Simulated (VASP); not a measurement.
Here is a VASP 6.6.1 calculation.

INCAR

```
PREC = Accurate ; ENCUT = 520
EDIFF = 1E-6 ; ISMEAR = 0
SIGMA = 0.1 ; LREAL = F
LASPH = T ; NELM = 60
ALGO = Normal ; ISIF = 2
LWAVE = F ; LCHARG = F
LDIPOL = T ; IDIPOL = 3
DIPOL = 0.5 0.5 0.362 ; GGA = PE
NBANDS = 34
```

Contents of KPOINTS:

```
regular mesh
0
Gamma
  8 8 1
```

Contents of POSCAR:

```
Si4Mo2N
1.0
    3.2169717285      0.0000000000      0.0000000000
    0.0000000000      3.2169717285      0.0000000000
    0.0000000000      0.0000000000     21.8787970046
Si Mo N
4 2 1
Direct
    0.0000000000      0.0000000000      0.1828254085
    0.0000000000      0.0000000000      0.3015081460
    0.5000000000      0.5000000000      0.3593659936
    0.5000000000      0.5000000000      0.4743769505
    0.5000000000      0.5000000000      0.2421667772
    0.0000000000      0.0000000000      0.4192862006
    0.5000000000      0.5000000000      0.5513672236
```

Potentials or basis: VASP PAW PBE potentials, release 64 (Si, Mo_sv, N).

The run is started by

```console
$ cat potpaw_PBE.64/Si/POTCAR potpaw_PBE.64/Mo_sv/POTCAR potpaw_PBE.64/N/POTCAR > POTCAR
$ mpirun -np 1 vasp_std > vasp.out
```

(1) What does it give for the band gap on the k mesh?

(2) Estimate the largest force.

Answers

(1) zero (an odd number of electrons rules out a gap without spin polarisation).

(2) 0.675 eV/Å.
